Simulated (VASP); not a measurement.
Write the native input for VASP 6.6.1 that does the following.

| Property | Result |
| --- | --- |
| Task | single point |
| Functional | PBEsol |
| Dispersion | D3(BJ) |
| Potentials or basis | VASP PAW PBE potentials, release 64 (P) |
| Cutoff | 520 eV |
| k mesh | 28 × 28 × 28 |
| Occupations | gaussian, width 0.15 eV |
| Spin | no spin polarisation |
| Dipole correction | no |
| Further INCAR settings | ALGO = Normal; EDIFF = 1e-07; NBANDS = 8 |

The structure of P lies in POSCAR:

```
P
1.0
    2.6833590868      0.0000000000      0.0000000000
    0.0000000000      2.6833590868      0.0000000000
    0.0000000000      0.0000000000      1.8972678777
P
1
Direct
    0.0000000000      0.0000000000      0.0000000000
```

This cell differs from its parent crystal: ratio of the length along z to the lengths across it x 0.707, volume and fractional coordinates fixed.

One way to write it, as run:

INCAR

```
PREC     = Accurate       # precision mode
ENCUT    = 520            # plane-wave cutoff, eV
EDIFF    = 1E-7           # SCF threshold, eV
ISMEAR   = 0              # smearing method
SIGMA    = 0.15           # smearing width, eV
LREAL    = False          # projectors in reciprocal space
LASPH    = True           # aspherical terms in the spheres
NELM     = 60             # most SCF steps
ALGO     = Normal         # electronic algorithm
ISIF     = 2              # what is computed and relaxed
LWAVE    = False          # write WAVECAR
LCHARG   = True           # write CHGCAR
GGA      = PS             # functional
IVDW     = 12             # dispersion correction
LELF     = True           # ELF
LVHAR    = True         
NBANDS   = 8              # bands
```

KPOINTS

```
Automatic mesh
0
Gamma
  28 28 28
```

Potentials or basis: VASP PAW PBE potentials, release 64 (P).

The run is started by

```sh
$ cat potpaw_PBE.64/P/POTCAR > POTCAR
$ mpirun -np 1 vasp_std > vasp.out
```

Results of the run:

- Pressure: 41.7 GPa
- Dispersion energy per atom: -0.416 eV

Caveat: the PAW data sets were made with another functional, which shifts forces and pressure a little; pairwise dispersion overbinds metals, which lowers pressure and volume.

It took 120 s on 1 thread of AMD EPYC 7R43 64-Core Processor (Zen 3), on a shared host, peak memory 0.23 GiB.
